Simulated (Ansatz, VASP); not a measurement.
## Two plane-wave programs on W

```
W
1.0
    -1.59730    1.59730   -1.59730
    -1.59730   -1.59730    1.59730
     0.00000    6.91953    6.91953
W
4
Direct
  0.00000 0.00000 0.80794
  0.50000 0.50000 0.11542
  0.00000 0.00000 0.34626
  0.50000 0.50000 0.57710
```

Alike in both runs: task single point; functional LDA; k mesh 18 × 18 × 5; occupations gaussian, width 0.15 eV; no spin polarisation.

|  | VASP | Ansatz |
| --- | --- | --- |
| version | VASP 6.6.1 | Ansatz 0.2.0 |
| potentials or method | VASP PAW LDA potentials, release 64 (W_sv), cutoff 520 eV | scalar-relativistic, plane waves, PAW |
| valence electrons in the cell | 56 | 56 |

|  | VASP | Ansatz | Ansatz less VASP |
| --- | --- | --- | --- |
| gap on the k mesh at the Fermi level (eV) | none | none | - |
| pressure (GPa) | -24.0 | -25.2 | -1.23 |
| traceless stress, the component that is largest in VASP (GPa) | -3.70 | -3.59 | +0.111 |
| rms of the force components (eV/Å) | 0.478 | 0.456 | -0.0214 |

LDA's correlation is that of Perdew and Zunger in VASP and of Perdew and Wang (1992) in Ansatz. Atom by atom the forces differ by 0.022 eV/Å (rms over components). A gap of «none» marks a metal or a gap that the smearing closes.

Spin-orbit coupling is off throughout.
